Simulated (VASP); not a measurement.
The system is NaF.

```
CELL_PARAMETERS angstrom
3.86807 0.00000 0.00000
-1.93403 3.34984 0.00000
0.00000 0.00000 4.55141
ATOMIC_POSITIONS crystal
Na 0.33333 0.66667 0.25000
Na 0.66667 0.33333 0.75000
F 0.66667 0.33333 0.25000
F 0.33333 0.66667 0.75000
```

Base run:

- Program: VASP 6.6.1
- Functional: r2SCAN
- Potentials or basis: VASP PAW PBE potentials, release 64 (Na_pv, F)
- Cutoff: 520 eV
- k mesh: 6 × 6 × 4
- Occupations: gaussian, width 0.01 eV
- Spin: no spin polarisation

Its results: band gap on the k mesh 6.35 eV, direct; pressure -0.5 GPa.

Q: The run is repeated on the same cell with these changes: functional from r2SCAN to PBE; further incar settings from ALGO = Normal; EDIFF = 1e-07; NBANDS = 22 to ALGO = Normal; EDIFF = 1e-06; NBANDS = 22. What comes out?

A: Band gap on the k mesh 5.68 eV, direct; pressure 2.5 GPa.

Caveats: the PAW data sets were made with another functional, which shifts forces and pressure a little (some runs).

